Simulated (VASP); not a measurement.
# SiC (Moissanite 3C) (F-43m) in VASP: further runs, part 2 of 3

VASP 6.6.1.

### Step 3. Single point, PBE (volume scaled by 0.88)

INCAR

```
  PREC = Accurate
  ENCUT = 520
  EDIFF = 1E-6
  ISMEAR = 0
  SIGMA = 0.02
  LREAL = F
  LASPH = T
  NELM = 100
  ALGO = Normal
  ISIF = 2
  LWAVE = F
  LCHARG = F
  GGA = PE
  NBANDS = 11
```

KPOINTS

```
regular mesh
0
Gamma
  10 10 10
```

POSCAR

```
SiC
1.0
    0.0000000000      2.0985150105      2.0985150105
    2.0985150105      0.0000000000      2.0985150105
    2.0985150105      2.0985150105      0.0000000000
Si C
1 1
Direct
    0.0000000000      0.0000000000      0.0000000000
    0.2500000000      0.2500000000      0.2500000000
```

Potentials or basis: VASP PAW PBE potentials, release 64 (Si, C).

Started as:

```bash
$ cat potpaw_PBE.64/Si/POTCAR potpaw_PBE.64/C/POTCAR > POTCAR
$ mpirun -np 1 vasp_std > vasp.out
```

OUTCAR:

```text
PREC = Accurate
   ENCUT = 520
   EDIFF = 1E-6
   ISMEAR = 0
   LREAL = F
   LASPH = T
   NELM = 100
   ISIF = 2
   GGA = PE

 ion  position               nearest neighbor table
   1  0.000  0.000  0.000-   2 1.82   2 1.82   2 1.82   2 1.82
   2  0.250  0.250  0.250-   1 1.82   1 1.82   1 1.82   1 1.82

  LATTYP: Found a face centered cubic cell.
 ALAT       =     4.1970300210

  Lattice vectors:

 A1 = (   0.0000000000,   2.0985150105,   2.0985150105)
 A2 = (   2.0985150105,   0.0000000000,   2.0985150105)
 A3 = (   2.0985150105,   2.0985150105,   0.0000000000)

Analysis of symmetry for initial positions (statically):
=====================================================================
 Subroutine PRICEL returns:
 Original cell was already a primitive cell.

 Routine SETGRP: Setting up the symmetry group for a
 face centered cubic supercell.

 Subroutine GETGRP returns: Found 24 space group operations
 (whereof 24 operations were pure point group operations)
 out of a pool of 48 trial point group operations.

The static configuration has the point symmetry T_d .

Analysis of symmetry for dynamics (positions and initial velocities):
=====================================================================
 Subroutine PRICEL returns:
 Original cell was already a primitive cell.

 Routine SETGRP: Setting up the symmetry group for a
 face centered cubic supercell.

 Subroutine GETGRP returns: Found 24 space group operations
 (whereof 24 operations were pure point group operations)
 out of a pool of 48 trial point group operations.

The dynamic configuration has the point symmetry T_d .

 Subroutine INISYM returns: Found 24 space group operations
 (whereof 24 operations are pure point group operations),
 and found     1 'primitive' translations

----------------------------------------------------------------------------------------

                                     Primitive cell

  volume of cell :      18.4827

  direct lattice vectors                    reciprocal lattice vectors
     0.000000000  2.098515010  2.098515010    -0.238263723  0.238263723  0.238263723
     2.098515010  0.000000000  2.098515010     0.238263723 -0.238263723  0.238263723
     2.098515010  2.098515010  0.000000000     0.238263723  0.238263723 -0.238263723

  length of vectors
     2.967748389  2.967748389  2.967748389     0.412684875  0.412684875  0.412684875

  position of ions in fractional coordinates (direct lattice)
     0.000000000  0.000000000  0.000000000
     0.250000000  0.250000000  0.250000000

  ion indices of the primitive-cell ions
   primitive index   ion index
                 1           1
                 2           2

----------------------------------------------------------------------------------------

 KPOINTS: regular mesh

Automatic generation of k-mesh.
 Grid dimensions read from file:
 generate k-points for:   10   10   10

 Generating k-lattice:

  Cartesian coordinates                     Fractional coordinates (reciprocal lattice)
    -0.023826372  0.023826372  0.023826372     0.100000000  0.000000000  0.000000000
     0.023826372 -0.023826372  0.023826372     0.000000000  0.100000000  0.000000000
     0.023826372  0.023826372 -0.023826372     0.000000000  0.000000000  0.100000000

  Length of vectors
     0.041268487  0.041268487  0.041268487

  Shift w.r.t. Gamma in fractional coordinates (k-lattice)
     0.000000000  0.000000000  0.000000000

 Subroutine IBZKPT returns following result:
 ===========================================

 Found     47 irreducible k-points:

 Following reciprocal coordinates:
            Coordinates               Weight
  0.000000  0.000000  0.000000      1.000000
  0.100000  0.000000  0.000000      8.000000
  0.200000  0.000000  0.000000      8.000000
  0.300000  0.000000  0.000000      8.000000
  0.400000  0.000000  0.000000      8.000000
  0.500000  0.000000  0.000000      4.000000
[... 16 lines left out ...]
  0.300000  0.300000  0.000000      6.000000
  0.400000  0.300000  0.000000     24.000000
 [... further k-points ...]
   k-points           NKPTS =     47   k-points in BZ     NKDIM =     47   number of bands    NBANDS=     11
   number of dos      NEDOS =    301   number of ions     NIONS =      2
   total plane-waves  NPLWV =  13824
   dimension x,y,z NGX =    24 NGY =   24 NGZ =   24
   dimension x,y,z NGXF=    48 NGYF=   48 NGZF=   48
   ions per type =               1   1
   NGX,Y,Z   is equivalent  to a cutoff of  13.44, 13.44, 13.44 a.u.
   NGXF,Y,Z  is equivalent  to a cutoff of  26.89, 26.89, 26.89 a.u.
 SYSTEM =  unknown system
   PREC   = accura    normal or accurate (medium, high low for compatibility)
   ISTART =      0    job   : 0-new  1-cont  2-samecut
   ICHARG =      2    charge: 1-file 2-atom 10-const
   ISPIN  =      1    spin polarized calculation?
   LNONCOLLINEAR =      F non collinear calculations
   LSORBIT =      F    spin-orbit coupling
   LASPH  =      T    aspherical Exc in radial PAW
   ENCUT  =  520.0 eV  38.22 Ry    6.18 a.u.   5.52  5.52  5.52*2*pi/ulx,y,z
   NELM   =    100;   NELMIN=  2; NELMDL= -5     # of ELM steps
   EDIFF  = 0.1E-05   stopping-criterion for ELM
   LREAL  =      F    real-space projection
   EDIFFG = 0.1E-04   stopping-criterion for IOM
   NSW    =      0    number of steps for IOM
   IBRION =     -1    ionic relax: 0-MD 1-quasi-New 2-CG
   NFREE  =      0    steps in history (QN), initial steepest desc. (CG)
   ISIF   =      2    stress and relaxation
   ISYM   =      2    0-nonsym 1-usesym 2-fastsym
   POTIM  = 0.5000    time-step for ionic-motion
   TEBEG  =    0.0;   TEEND  =   0.0 temperature during run
   PSTRESS=    0.0 pullay stress
   NELECT =       8.0000    total number of electrons
   NUPDOWN=      -1.0000    fix difference up-down
   EMIN   =  10.00;   EMAX   =-10.00  energy-range for DOS
   EFERMI =   0.00;   METHOD = LEGACY
   ISMEAR =     0;   SIGMA  =   0.02  broadening in eV -4-tet -1-fermi 0-gaus
   EFERMI_NEDOS =   21; number of points for ismear=-14 and -15
   IALGO  =     38    algorithm
   IMIX   =      4    mixing-type and parameters
     AMIX     =   0.40;   BMIX     =  1.00
     AMIX_MAG =   1.60;   BMIX_MAG =  1.00
  volume/ion in A,a.u.               =       9.24        62.36
  Fermi-wavevector in a.u.,A,eV,Ry     =   1.238367  2.340175 20.865257  1.533553
  Thomas-Fermi vector in A             =   2.372895
   LORBIT       =      0    0 simple, 1 ext, 2 COOP (PROOUT), +10 PAW based schemes
   GGA     = PE    functional components
   LHFCALC =     F    Hartree Fock is set to
   AEXX    =    0.0000 exact exchange contribution
   IVDW    =     0    specifies the selected vdW correction
   LEPSILON=     F    determine dielectric tensor
   LRPA    =     F    only Hartree local field effects (RPA)
 non-spin polarized calculation
 Gauss-broadening in eV      SIGMA  =   0.02
  energy-cutoff  :      520.00
  volume of cell :       18.48
 maximum number of plane-waves:       531
 NGX is ok and might be reduce to    24
   NGX = 11   NGY = 11   NGZ = 11

 number of electron       8.0000000 magnetization

 Free energy of the ion-electron system (eV)
  ---------------------------------------------------
  ext. energy  EPLUGINS =         0.00000000
  ---------------------------------------------------
  free energy    TOTEN  =       -14.81449841 eV

  energy without entropy =      -14.81449841  energy(sigma->0) =      -14.81449841

 E-fermi :   9.5233     XC(G=0): -11.8564

 val. band max:        9.4241173796   @ k =   0.0000   0.0000   0.0000
 cond. band min:      10.6671984306   @ k =   0.5000   0.5000   0.0000
 fundamental gap:      1.2430810510
 Fermi energy:         9.5232511385

 k-point     1 :       0.0000    0.0000    0.0000
  band No.  band energies     occupation
      1      -6.8927      2.00000
      2       9.4241      2.00000
      3       9.4241      2.00000
      4       9.4241      2.00000
      5      16.9971      0.00000
      6      17.5641      0.00000
      7      17.5641      0.00000
      8      17.5641      0.00000
      9      24.6165      0.00000
     10      24.6165      0.00000
     11      27.6322      0.00000
[... 309 lines left out ...]
 k-point    24 :       0.4000    0.3000    0.0000
  band No.  band energies     occupation
      1      -3.4434      2.00000
      2       3.7087      2.00000
      3       6.0501      2.00000
      4       6.6259      2.00000
      5      12.3717      0.00000
      6      15.5339      0.00000
      7      22.3181      0.00000
      8      22.4617      0.00000
      9      24.5985      0.00000
     10      28.5904      0.00000
     11      32.4082      0.00000

 [... further k-points ...]
[... 5 lines left out ...]
  --------------------------------------------------------------------------------------
  -------------------------------------------------------------------------------------
  Total        4.0015618      4.0015618      4.0015618     -0.0000000     -0.0000000      0.0000000
  in kB      346.8757025    346.8757025    346.8757025     -0.0000000     -0.0000000      0.0000000
  external PRESSURE =     346.8757025 kB  Pullay stress =       0.0000000 kB

 VOLUME and BASIS-vectors are now :
 -----------------------------------------------------------------------------
  energy-cutoff  :      520.00
  volume of cell :       18.48
      direct lattice vectors                 reciprocal lattice vectors
     0.000000000  2.098515010  2.098515010    -0.238263723  0.238263723  0.238263723
     2.098515010  0.000000000  2.098515010     0.238263723 -0.238263723  0.238263723
     2.098515010  2.098515010  0.000000000     0.238263723  0.238263723 -0.238263723

 POSITION                                       TOTAL-FORCE (eV/Angst)
 -----------------------------------------------------------------------------------
      0.00000      0.00000      0.00000        -0.000000      0.000000     -0.000000
      1.04926      1.04926      1.04926         0.000000     -0.000000      0.000000
 -----------------------------------------------------------------------------------
    total drift:                                0.000000      0.000000      0.000000

  FREE ENERGIE OF THE ION-ELECTRON SYSTEM (eV)
  ---------------------------------------------------
  free  energy   TOTEN  =       -14.8144984062 eV

  energy  without entropy=      -14.8144984062  energy(sigma->0) =      -14.81449841
```

OSZICAR:

```text
N       E                     dE             d eps       ncg     rms          rms(c)
DAV:   1     0.158998365566E+01    0.15900E+01   -0.39705E+03  1106   0.616E+02
DAV:   2    -0.165670482302E+02   -0.18157E+02   -0.17309E+02  1293   0.110E+02
DAV:   3    -0.170087754955E+02   -0.44173E+00   -0.44115E+00  1284   0.137E+01
DAV:   4    -0.170101235610E+02   -0.13481E-02   -0.13480E-02  1154   0.972E-01
DAV:   5    -0.170101291657E+02   -0.56047E-05   -0.56046E-05  1271   0.560E-02    0.101E+01
DAV:   6    -0.149142962869E+02    0.20958E+01   -0.66944E+00  1148   0.122E+01    0.459E+00
DAV:   7    -0.148229512381E+02    0.91345E-01   -0.54603E-01  1225   0.416E+00    0.201E+00
DAV:   8    -0.148142949964E+02    0.86562E-02   -0.21827E-02  1160   0.994E-01    0.170E-01
DAV:   9    -0.148144047865E+02   -0.10979E-03   -0.13564E-03  1272   0.220E-01    0.118E-01
DAV:  10    -0.148144964262E+02   -0.91640E-04   -0.17730E-04  1165   0.852E-02    0.261E-02
DAV:  11    -0.148144980327E+02   -0.16065E-05   -0.26463E-05  1244   0.287E-02    0.632E-03
DAV:  12    -0.148144984062E+02   -0.37344E-06   -0.11702E-06   769   0.680E-03
   1 F= -.14814498E+02 E0= -.14814498E+02  d E =-.723485E-15
```

stdout:

```text
POSCAR found type information on POSCAR SiC
 POSCAR found :  2 types and       2 ions
 scaLAPACK will be used
 LDA part: xc-table for (Slater+PW92), standard interpolation
 POSCAR, INCAR and KPOINTS ok, starting setup
 FFT: planning ... GRIDC
 FFT: planning ... GRID_SOFT
 FFT: planning ... GRID
 WAVECAR not read
 entering main loop
```

It took 15 s on 1 thread of AMD EPYC 7R43 (Zen 3), shared host; peak memory 0.1 GiB.

What came out:

- Free energy: -14.8145 eV
- Pressure: 34.7 GPa
- Band gap on the k mesh: 1.24 eV, indirect (least direct gap 4.64 eV)

 A k mesh can miss the band edges.

(Part 2 of 3 ends here.)
